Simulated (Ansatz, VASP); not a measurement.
# Sn2C3 in VASP and in Ansatz

INCAR

```
PREC = Accurate
ENCUT = 600
EDIFF = 1E-6
ISMEAR = 0
SIGMA = 0.1
LREAL = False
LASPH = True
NELM = 100
ALGO = Normal
ISIF = 3
LWAVE = False
LCHARG = False
GGA = PE
IBRION = 2
NSW = 100
EDIFFG = -0.01
```

The input KPOINTS:

```
Automatic mesh
0
Gamma
  12 12 6
```

Contents of POSCAR:

```
Sn2C3
1.0
    3.6036433101      0.0000000000      0.0000000000
   -1.8018216550      3.1208466527      0.0000000000
    0.0000000000      0.0000000000      6.3350635795
Sn C
2 3
Direct
    0.3333333333      0.6666666667      0.2357170748
    0.6666666667      0.3333333333      0.7642829252
    0.0000000000      0.0000000000      0.0000000000
    0.3333333333      0.6666666667      0.6499331091
    0.6666666667      0.3333333333      0.3500668909
```

Input for Ansatz:

```yaml
crystal:
  lattice:
    - [3.6036433101, 0.0, 0.0]
    - [-1.801821655, 3.1208466527, 0.0]
    - [0.0, 0.0, 6.3350635795]
  atoms:
    - { symbol: Sn, position: [0.3333333333, 0.6666666667, 0.2357170748] }
    - { symbol: Sn, position: [0.6666666667, 0.3333333333, 0.7642829252] }
    - { symbol: C, position: [0.0, 0.0, 0.0] }
    - { symbol: C, position: [0.3333333333, 0.6666666667, 0.6499331091] }
    - { symbol: C, position: [0.6666666667, 0.3333333333, 0.3500668909] }
basis:
  ecutwfc: 420
kpoints:
  mp_grid: { grid: [12, 12, 6] }
hamiltonian:
  xc: pbe
scf:
  occupations: { method: gaussian, width: 0.1 }
output:
  forces: true
  stress: true
  eigenvalues: true
relax:
  adjacent_minimum: "off"
  f_tol: 0.01
  max_steps: 80
  cell: { stress_tol: 0.05 }
```

Alike in both runs: task relaxation of cell and atoms; functional PBE; k mesh 12 × 12 × 6; occupations gaussian, width 0.1 eV; no spin polarisation.

```csv
,VASP,Ansatz
version,VASP 6.6.1,Ansatz 0.2.0
potentials or method,"VASP PAW PBE potentials, release 64 (Sn_d, C), cutoff 600 eV","scalar-relativistic, plane waves, PAW"
valence electrons in the cell,40,40
```

```tsv
	VASP	Ansatz	Ansatz less VASP
gap on the k mesh at the Fermi level, each at its own relaxed structure (eV)	none	none	-
relaxed volume (Å³/atom)	14.32	14.34	+0.016
relaxed length of the cell vector where the two differ most in proportion (Å)	6.376	6.380	+0.0038
```

A gap of «none» marks a metal or a gap that the smearing closes.
